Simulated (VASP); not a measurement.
# AlRu (RuAl (Pm-3m)) (Pm-3m) in VASP: single point with PBE

Aim: the single point of AlRu (RuAl (Pm-3m)) with PBE.

Program: VASP 6.6.1. These are calculated values, not measurements. Logs are shortened: lines on timing, memory, paths and dates and some standing lists are left out, and cuts for length are marked.

## (1) The cell of the first run

The structure is cubic, space group Pm-3m (No. 221). Conventional cell: a = 3.003 Å, b = 3.003 Å, c = 3.003 Å, α = 90.00°, β = 90.00°, γ = 90.00°. Within 3.4 Å of Al (site symmetry m-3m) lie 8 Ru at 2.60 Å and 6 Al at 3.00 Å. Ru (site symmetry m-3m) has 8 Al at 2.60 Å and 6 Ru at 3.00 Å within 3.4 Å.

## (2) Single point, PBE

INCAR reads:

```
SYSTEM = AlRu
PREC = Accurate
ENCUT = 520
EDIFF = 1E-6
ISMEAR = 1
SIGMA = 0.1
LREAL = Auto
LASPH = .True.
NELM = 60
ALGO = Normal
ISIF = 2
LWAVE = .False.
LCHARG = .False.
GGA = PE
NBANDS = 158
```

KPOINTS reads:

```
Automatic mesh
0
Gamma
  2 2 2
  0 0 0
```

POSCAR reads:

```
AlRu
1.0
    0.0000000000      6.0068828234      6.0068828234
    6.0068828234      0.0000000000      6.0068828234
    6.0068828234      6.0068828234      0.0000000000
Al Ru
16 16
Direct
    0.0000000000      0.0000000000      0.0000000000
    0.2500000000      0.2500000000      0.2500000000
    0.0000000000      0.0000000000      0.5000000000
    0.2500000000      0.2500000000      0.7500000000
    0.0000000000      0.5000000000      0.0000000000
    0.2500000000      0.7500000000      0.2500000000
    0.0000000000      0.5000000000      0.5000000000
    0.2500000000      0.7500000000      0.7500000000
    0.5000000000      0.0000000000      0.0000000000
    0.7500000000      0.2500000000      0.2500000000
    0.5000000000      0.0000000000      0.5000000000
    0.7500000000      0.2500000000      0.7500000000
    0.5000000000      0.5000000000      0.0000000000
    0.7500000000      0.7500000000      0.2500000000
    0.5000000000      0.5000000000      0.5000000000
    0.7500000000      0.7500000000      0.7500000000
    0.1250000000      0.1250000000      0.1250000000
    0.3750000000      0.3750000000      0.3750000000
    0.1250000000      0.1250000000      0.6250000000
    0.3750000000      0.3750000000      0.8750000000
    0.1250000000      0.6250000000      0.1250000000
    0.3750000000      0.8750000000      0.3750000000
    0.1250000000      0.6250000000      0.6250000000
    0.3750000000      0.8750000000      0.8750000000
    0.6250000000      0.1250000000      0.1250000000
    0.8750000000      0.3750000000      0.3750000000
    0.6250000000      0.1250000000      0.6250000000
    0.8750000000      0.3750000000      0.8750000000
    0.6250000000      0.6250000000      0.1250000000
    0.8750000000      0.8750000000      0.3750000000
    0.6250000000      0.6250000000      0.6250000000
    0.8750000000      0.8750000000      0.8750000000
```

Potentials or basis: VASP PAW PBE potentials, release 64 (Al, Ru_pv).

Command:

```sh
$ cat potpaw_PBE.64/Al/POTCAR potpaw_PBE.64/Ru_pv/POTCAR > POTCAR
$ mpirun -np 1 vasp_std > vasp.out
```

OUTCAR:

```text
SYSTEM = AlRu
   PREC = Accurate
   ENCUT = 520
   EDIFF = 1E-6
   ISMEAR = 1
   LREAL = Auto
   LASPH = .True.
   NELM = 60
   ISIF = 2
   GGA = PE

 ion  position               nearest neighbor table
   1  0.000  0.000  0.000-  17 2.60  32 2.60  21 2.60  24 2.60  25 2.60  28 2.60  30 2.60  19 2.60
                             8 3.00  10 3.00  12 3.00  14 3.00   4 3.00   6 3.00
   2  0.250  0.250  0.250-  17 2.60  18 2.60  19 2.60  20 2.60  21 2.60  22 2.60  25 2.60  26 2.60
                             7 3.00   9 3.00  11 3.00  13 3.00   3 3.00   5 3.00
   3  0.000  0.000  0.500-  19 2.60  30 2.60  22 2.60  23 2.60  26 2.60  27 2.60  17 2.60  32 2.60
                             8 3.00  10 3.00  12 3.00  16 3.00   2 3.00   6 3.00
   4  0.250  0.250  0.750-  19 2.60  20 2.60  17 2.60  18 2.60  23 2.60  24 2.60  27 2.60  28 2.60
                             7 3.00   9 3.00  11 3.00  15 3.00   1 3.00   5 3.00
   5  0.000  0.500  0.000-  21 2.60  28 2.60  17 2.60  23 2.60  26 2.60  20 2.60  29 2.60  32 2.60
                             8 3.00  10 3.00  14 3.00  16 3.00   2 3.00   4 3.00
   6  0.250  0.750  0.250-  21 2.60  22 2.60  17 2.60  18 2.60  23 2.60  24 2.60  29 2.60  30 2.60
                             7 3.00   9 3.00  13 3.00  15 3.00   1 3.00   3 3.00
   7  0.000  0.500  0.500-  23 2.60  26 2.60  21 2.60  18 2.60  19 2.60  28 2.60  30 2.60  31 2.60
                             6 3.00  12 3.00  14 3.00  16 3.00   2 3.00   4 3.00
   8  0.250  0.750  0.750-  23 2.60  24 2.60  21 2.60  22 2.60  19 2.60  20 2.60  31 2.60  32 2.60
                             5 3.00  11 3.00  13 3.00  15 3.00   1 3.00   3 3.00
   9  0.500  0.000  0.000-  24 2.60  25 2.60  22 2.60  17 2.60  20 2.60  27 2.60  29 2.60  32 2.60
[... 33 lines left out ...]
  26  0.875  0.375  0.375-   7 2.60  10 2.60   5 2.60   2 2.60   3 2.60  12 2.60  14 2.60  15 2.60
                            17 3.00  19 3.00  21 3.00  27 3.00  29 3.00  31 3.00
  27  0.625  0.125  0.625-  11 2.60  12 2.60   9 2.60  10 2.60   3 2.60   4 2.60  15 2.60  16 2.60
                            18 3.00  20 3.00  24 3.00  26 3.00  30 3.00  32 3.00
  28  0.875  0.375  0.875-   5 2.60  12 2.60   1 2.60   7 2.60  10 2.60   4 2.60  13 2.60  16 2.60
                            17 3.00  19 3.00  23 3.00  25 3.00  29 3.00  31 3.00
  29  0.625  0.625  0.125-  13 2.60  14 2.60   9 2.60  10 2.60   5 2.60   6 2.60  15 2.60  16 2.60
                            18 3.00  22 3.00  24 3.00  26 3.00  28 3.00  32 3.00
  30  0.875  0.875  0.375-   3 2.60  14 2.60   6 2.60   7 2.60  10 2.60  11 2.60   1 2.60  16 2.60
                            17 3.00  21 3.00  23 3.00  25 3.00  27 3.00  31 3.00
  31  0.625  0.625  0.625-  15 2.60  16 2.60  11 2.60  12 2.60  13 2.60  14 2.60   7 2.60   8 2.60
                            20 3.00  22 3.00  24 3.00  26 3.00  28 3.00  30 3.00
  32  0.875  0.875  0.875-   1 2.60  16 2.60   5 2.60   8 2.60   9 2.60  12 2.60  14 2.60   3 2.60
                            19 3.00  21 3.00  23 3.00  25 3.00  27 3.00  29 3.00

  LATTYP: Found a face centered cubic cell.
 ALAT       =    12.0137656468

  Lattice vectors:

 A1 = (   0.0000000000,   6.0068828234,   6.0068828234)
 A2 = (   6.0068828234,   0.0000000000,   6.0068828234)
 A3 = (   6.0068828234,   6.0068828234,   0.0000000000)

Analysis of symmetry for initial positions (statically):
=====================================================================
 Subroutine PRICEL returns following result:

  LATTYP: Found a simple cubic cell.
 ALAT       =     3.0034414117

  Lattice vectors:

 A1 = (  -3.0034414117,   0.0000000000,   0.0000000000)
 A2 = (   0.0000000000,   0.0000000000,   3.0034414117)
 A3 = (   0.0000000000,   3.0034414117,   0.0000000000)

  16 primitive cells build up your supercell.

 Routine SETGRP: Setting up the symmetry group for a
 face centered cubic supercell.

 Subroutine GETGRP returns: Found 48 space group operations
 (whereof 48 operations were pure point group operations)
 out of a pool of 48 trial point group operations.

The static configuration has the point symmetry O_h .

Analysis of symmetry for dynamics (positions and initial velocities):
=====================================================================
 Subroutine PRICEL returns following result:

  LATTYP: Found a simple cubic cell.
 ALAT       =     3.0034414117

  Lattice vectors:

 A1 = (  -3.0034414117,   0.0000000000,   0.0000000000)
 A2 = (   0.0000000000,   0.0000000000,   3.0034414117)
 A3 = (   0.0000000000,   3.0034414117,   0.0000000000)

  16 primitive cells build up your supercell.

 Routine SETGRP: Setting up the symmetry group for a
 face centered cubic supercell.

 Subroutine GETGRP returns: Found 48 space group operations
 (whereof 48 operations were pure point group operations)
 out of a pool of 48 trial point group operations.

The dynamic configuration has the point symmetry O_h .

[... 30 lines left out ...]

Automatic generation of k-mesh.
 Grid dimensions read from file:
 generate k-points for:    2    2    2

 Generating k-lattice:

  Cartesian coordinates                     Fractional coordinates (reciprocal lattice)
    -0.041618924  0.041618924  0.041618924     0.500000000  0.000000000  0.000000000
     0.041618924 -0.041618924  0.041618924     0.000000000  0.500000000  0.000000000
     0.041618924  0.041618924 -0.041618924     0.000000000  0.000000000  0.500000000

  Length of vectors
     0.072086091  0.072086091  0.072086091

  Shift w.r.t. Gamma in fractional coordinates (k-lattice)
     0.000000000  0.000000000  0.000000000

 Subroutine IBZKPT returns following result:
 ===========================================

 Found      3 irreducible k-points:

 Following reciprocal coordinates:
            Coordinates               Weight
  0.000000  0.000000  0.000000      1.000000
  0.500000  0.000000  0.000000      4.000000
  0.500000  0.500000  0.000000      3.000000
   k-points           NKPTS =      3   k-points in BZ     NKDIM =      3   number of bands    NBANDS=    158
   number of dos      NEDOS =    301   number of ions     NIONS =     32
   total plane-waves  NPLWV = 262144
   dimension x,y,z NGX =    64 NGY =   64 NGZ =   64
   dimension x,y,z NGXF=   128 NGYF=  128 NGZF=  128
   ions per type =              16  16
   NGX,Y,Z   is equivalent  to a cutoff of  12.52, 12.52, 12.52 a.u.
   NGXF,Y,Z  is equivalent  to a cutoff of  25.05, 25.05, 25.05 a.u.
 SYSTEM =  AlRu
   PREC   = accura    normal or accurate (medium, high low for compatibility)
   ISTART =      0    job   : 0-new  1-cont  2-samecut
   ICHARG =      2    charge: 1-file 2-atom 10-const
   ISPIN  =      1    spin polarized calculation?
   LNONCOLLINEAR =      F non collinear calculations
   LSORBIT =      F    spin-orbit coupling
   LASPH  =      T    aspherical Exc in radial PAW
   ENCUT  =  520.0 eV  38.22 Ry    6.18 a.u.  15.80 15.80 15.80*2*pi/ulx,y,z
   NELM   =     60;   NELMIN=  2; NELMDL= -5     # of ELM steps
   EDIFF  = 0.1E-05   stopping-criterion for ELM
   LREAL  =      T    real-space projection
   EDIFFG = 0.1E-04   stopping-criterion for IOM
   NSW    =      0    number of steps for IOM
   IBRION =     -1    ionic relax: 0-MD 1-quasi-New 2-CG
   NFREE  =      0    steps in history (QN), initial steepest desc. (CG)
   ISIF   =      2    stress and relaxation
   ISYM   =      2    0-nonsym 1-usesym 2-fastsym
   POTIM  = 0.5000    time-step for ionic-motion
   TEBEG  =    0.0;   TEEND  =   0.0 temperature during run
   PSTRESS=    0.0 pullay stress
   NELECT =     272.0000    total number of electrons
   NUPDOWN=      -1.0000    fix difference up-down
   EMIN   =  10.00;   EMAX   =-10.00  energy-range for DOS
   EFERMI =   0.00;   METHOD = LEGACY
   ISMEAR =     1;   SIGMA  =   0.10  broadening in eV -4-tet -1-fermi 0-gaus
   EFERMI_NEDOS =   21; number of points for ismear=-14 and -15
   IALGO  =     38    algorithm
   IMIX   =      4    mixing-type and parameters
     AMIX     =   0.40;   BMIX     =  1.00
     AMIX_MAG =   1.60;   BMIX_MAG =  1.00
  volume/ion in A,a.u.               =      13.55        91.42
  Fermi-wavevector in a.u.,A,eV,Ry     =   1.401539  2.648525 26.726096  1.964313
  Thomas-Fermi vector in A             =   2.524391
   LORBIT       =      0    0 simple, 1 ext, 2 COOP (PROOUT), +10 PAW based schemes
   GGA     = PE    functional components
   LHFCALC =     F    Hartree Fock is set to
   AEXX    =    0.0000 exact exchange contribution
   IVDW    =     0    specifies the selected vdW correction
   LEPSILON=     F    determine dielectric tensor
   LRPA    =     F    only Hartree local field effects (RPA)
 non-spin polarized calculation
 Methfessel and Paxton  Order N= 1 SIGMA  =   0.10
  energy-cutoff  :      520.00
  volume of cell :      433.49
 maximum number of plane-waves:     11708
 NGX is ok and might be reduce to    64
   NGX = 31   NGY = 31   NGZ = 31

 number of electron     272.0000097 magnetization

 Free energy of the ion-electron system (eV)
  ---------------------------------------------------
  ext. energy  EPLUGINS =         0.00000000
  ---------------------------------------------------
  free energy    TOTEN  =      -228.82542310 eV

  energy without entropy =     -228.82477116  energy(sigma->0) =     -228.82520579

 E-fermi :  10.4224     XC(G=0): -12.5027

 val. band max:       10.3528801910   @ k =   0.5000   0.0000   0.0000
 cond. band min:      10.6944448117   @ k =   0.5000   0.0000   0.0000
 fundamental gap:      0.3415646207
 Fermi energy:        10.4224284753

 k-point     1 :       0.0000    0.0000    0.0000
  band No.  band energies     occupation
      1     -31.3855      2.00000
      2     -31.3855      2.00000
      3     -31.3855      2.00000
      4     -31.3602      2.00000
      5     -31.3602      2.00000
      6     -31.3602      2.00000
[... 442 lines left out ...]
    147      12.6616      0.00000
    148      12.6616      0.00000
 [bands above 148 left out]

------------------------ aborting loop because EDIFF is reached ----------------------------------------

  FORCE on cell =-STRESS in cart. coord.  units (eV):
  Direction    XX          YY          ZZ          XY          YZ          ZX
  --------------------------------------------------------------------------------------
  -------------------------------------------------------------------------------------
  Total       -0.6294811     -0.6294811     -0.6294811     -0.0000000     -0.0000000      0.0000000
  in kB       -2.3265682     -2.3265682     -2.3265682     -0.0000000     -0.0000000      0.0000000
  external PRESSURE =      -2.3265682 kB  Pullay stress =       0.0000000 kB

 VOLUME and BASIS-vectors are now :
 -----------------------------------------------------------------------------
  energy-cutoff  :      520.00
  volume of cell :      433.49
      direct lattice vectors                 reciprocal lattice vectors
     0.000000000  6.006882823  6.006882823    -0.083237848  0.083237848  0.083237848
     6.006882823  0.000000000  6.006882823     0.083237848 -0.083237848  0.083237848
     6.006882823  6.006882823  0.000000000     0.083237848  0.083237848 -0.083237848

 POSITION                                       TOTAL-FORCE (eV/Angst)
 -----------------------------------------------------------------------------------
      0.00000      0.00000      0.00000        -0.000000     -0.000000     -0.000000
      3.00344      3.00344      3.00344         0.000000      0.000000     -0.000000
      3.00344      3.00344      0.00000        -0.000000     -0.000000     -0.000000
      6.00688      6.00688      3.00344         0.000000      0.000000     -0.000000
      3.00344      0.00000      3.00344        -0.000000     -0.000000     -0.000000
      6.00688      3.00344      6.00688        -0.000000     -0.000000     -0.000000
[... 24 lines left out ...]
      7.50860      7.50860      7.50860         0.000000      0.000000      0.000000
     10.51204     10.51204     10.51204         0.000000     -0.000000      0.000000
 -----------------------------------------------------------------------------------
    total drift:                                0.000000      0.000000      0.000000

  FREE ENERGIE OF THE ION-ELECTRON SYSTEM (eV)
  ---------------------------------------------------
  free  energy   TOTEN  =      -228.8254230980 eV

  energy  without entropy=     -228.8247711631  energy(sigma->0) =     -228.82520579
```

Run time: 5.1 min. Hardware: 1 thread of Intel Xeon Platinum 8488C (Sapphire Rapids), shared host; peak memory 0.61 GiB.

Results:

* Free energy: -228.8254 eV
* Pressure: -0.2 GPa
* Band gap on the k mesh: zero (band 136 reaches 10.87 eV, above the bottom of band 137 at 10.35 eV)

Caveat: the k points lie up to 0.45 Å⁻¹ apart.
